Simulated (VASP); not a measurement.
# Yb (Fm-3m) in VASP: further runs, part 2 of 2

VASP 6.6.1.

## (4) Single point, PBE

INCAR reads:

```
SYSTEM = Yb
  ALGO = Normal
  EDIFF = 1E-7
  ENCUT = 520
  GGA = PE
  ISIF = 2
  ISMEAR = -1
  LASPH = .TRUE.
  LCHARG = .FALSE.
  LREAL = .FALSE.
  LWAVE = .FALSE.
  NBANDS = 18
  NELM = 100
  PREC = Accurate
  SIGMA = 0.1
```

KPOINTS reads:

```
k-points
0
G
  10 10 10
  0 0 0
```

POSCAR reads:

```
Yb
1.0
    0.0000000000      2.6151647068      2.6151647068
    2.6151647068      0.0000000000      2.6151647068
    2.6151647068      2.6151647068      0.0000000000
Yb
1
Direct
    0.0000000000      0.0000000000      0.0000000000
```

Potentials or basis: VASP PAW PBE potentials, release 64 (Yb).

Command:

```console
> cat potpaw_PBE.64/Yb/POTCAR > POTCAR
> mpirun -np 1 vasp_std > vasp.out
```

OUTCAR:

```text
SYSTEM = Yb
   EDIFF = 1E-7
   ENCUT = 520
   GGA = PE
   ISIF = 2
   ISMEAR = -1
   LASPH = .TRUE.
   LREAL = .FALSE.
   NELM = 100
   PREC = Accurate

 ion  position               nearest neighbor table
   1  0.000  0.000  0.000-

  LATTYP: Found a face centered cubic cell.
 ALAT       =     5.2303294136

  Lattice vectors:

 A1 = (   0.0000000000,   2.6151647068,   2.6151647068)
 A2 = (   2.6151647068,   0.0000000000,   2.6151647068)
 A3 = (   2.6151647068,   2.6151647068,   0.0000000000)

Analysis of symmetry for initial positions (statically):
=====================================================================
 Subroutine PRICEL returns:
 Original cell was already a primitive cell.

 Routine SETGRP: Setting up the symmetry group for a
 face centered cubic supercell.

 Subroutine GETGRP returns: Found 48 space group operations
 (whereof 48 operations were pure point group operations)
 out of a pool of 48 trial point group operations.

The static configuration has the point symmetry O_h .

Analysis of symmetry for dynamics (positions and initial velocities):
[... 149 lines left out ...]
  ---------------------------------------------------
  ext. energy  EPLUGINS =         0.00000000
  ---------------------------------------------------
  free energy    TOTEN  =        -3.60076824 eV

  energy without entropy =       -3.50898410  energy(sigma->0) =       -3.55487617

 E-fermi :   1.6341     XC(G=0):  -9.4688

 val. band max:        1.5746830068   @ k =  -0.3000   0.4000   0.2000
 cond. band min:       1.6737125619   @ k =   0.5000   0.5000   0.0000
 fundamental gap:      0.0990295551
 Fermi energy:         1.6341099481

 k-point     1 :       0.0000    0.0000    0.0000
  band No.  band energies     occupation
      1     -50.2017      2.00000
      2     -22.3712      2.00000
      3     -22.3712      2.00000
      4     -22.3712      2.00000
      5      -3.5828      2.00000
      6       1.0050      1.99630
[... 481 lines left out ...]
      5      -0.4078      2.00000
      6       1.0715      1.99282
[... 10 lines left out ...]
     17       8.0062      0.00000
     18      10.2943      0.00000

 [... further k-points ...]
[... 5 lines left out ...]
  --------------------------------------------------------------------------------------
  -------------------------------------------------------------------------------------
  Total       -0.0669009     -0.0669009     -0.0669009      0.0000000     -0.0000000     -0.0000000
  in kB       -2.9965083     -2.9965083     -2.9965083      0.0000000     -0.0000000     -0.0000000
  external PRESSURE =      -2.9965083 kB  Pullay stress =       0.0000000 kB

 VOLUME and BASIS-vectors are now :
 -----------------------------------------------------------------------------
  energy-cutoff  :      520.00
  volume of cell :       35.77
      direct lattice vectors                 reciprocal lattice vectors
     0.000000000  2.615164707  2.615164707    -0.191192547  0.191192547  0.191192547
     2.615164707  0.000000000  2.615164707     0.191192547 -0.191192547  0.191192547
     2.615164707  2.615164707  0.000000000     0.191192547  0.191192547 -0.191192547

 POSITION                                       TOTAL-FORCE (eV/Angst)
 -----------------------------------------------------------------------------------
      0.00000      0.00000      0.00000        -0.000000     -0.000000      0.000000
 -----------------------------------------------------------------------------------
    total drift:                               -0.000000     -0.000000     -0.000000

  FREE ENERGIE OF THE ION-ELECTRON SYSTEM (eV)
  ---------------------------------------------------
  free  energy   TOTEN  =        -3.6007682400 eV

  energy  without entropy=       -3.5089841018  energy(sigma->0) =       -3.55487617
```

Wall time 2.8 min (1 thread of AMD EPYC 7R13, shared host); peak memory 0.16 GiB.

Results:

```yaml
Free_energy: -3.6008 eV
Pressure: -0.3 GPa
Band_gap_on_the_k_mesh: zero (band 12 reaches 1.57 eV, above the bottom of band 13 at 1.55 eV)
```

Caveat: spin-orbit coupling is left out, which moves the levels of the heavy elements.

## (5) Single point, PBE

INCAR reads:

```
SYSTEM = Yb
PREC = Accurate ; ENCUT = 520
EDIFF = 1E-6 ; ISMEAR = -1
SIGMA = 0.01 ; LREAL = .FALSE.
LASPH = .TRUE. ; NELM = 80
ALGO = Normal ; ISIF = 2
LWAVE = .FALSE. ; LCHARG = .FALSE.
GGA = PE ; NBANDS = 18
```

KPOINTS reads:

```
Automatic mesh
0
G
  10 10 10
  0 0 0
```

POSCAR is that of step 4.

Command:

```console
> cat potpaw_PBE.64/Yb/POTCAR > POTCAR
> mpirun -np 1 vasp_std > vasp.out
```

Run time: 5.8 min. Hardware: 1 thread of AMD EPYC 7R13, shared host; peak memory 0.16 GiB.

It converged, with:

| Property | Result |
| --- | --- |
| Free energy | -3.5665 eV |
| Pressure | 0.1 GPa |
| Band gap on the k mesh | zero (band 12 reaches 1.62 eV, above the bottom of band 13 at 1.60 eV) |

Levels at points of the mesh, in eV from the Fermi level:
```tsv
k point	band 10	band 11	band 12	band 13	band 14	band 15
(0.00, 0.00, 0.00)	-0.27	-0.27	-0.27	2.86	2.86	2.86
(0.50, 0.00, 0.00)	-0.28	-0.28	-0.27	0.38	2.64	2.64
(0.50, 0.50, 0.00)	-0.31	-0.30	-0.30	0.08	1.74	6.58
```

Caveat: spin-orbit coupling is left out, which moves the levels of the heavy elements.

## (6) Summary

| k mesh | smearing | gap on the mesh (eV) | pressure (GPa) |
| --- | --- | --- | --- |
| 8 × 8 × 8 | fermi-dirac 0.1 eV | 0.11 | -1.2 |
| 10 × 10 × 10 | fermi-dirac 0.1 eV | none | -0.3 |
| 10 × 10 × 10 | fermi-dirac 0.01 eV | none | 0.1 |

Alike in all rows: task single point; level PBE; potentials or basis VASP PAW PBE potentials, release 64 (Yb); no spin polarisation; cell as given; cutoff (eV) 520.

On the cell as given the gap runs from zero (PBE) to 0.11 eV (PBE); the meshes differ, which moves gaps too.

Caveats: spin-orbit coupling is left out, which moves the levels of the heavy elements.

Absolute energies hang on the potentials; compare differences alone.
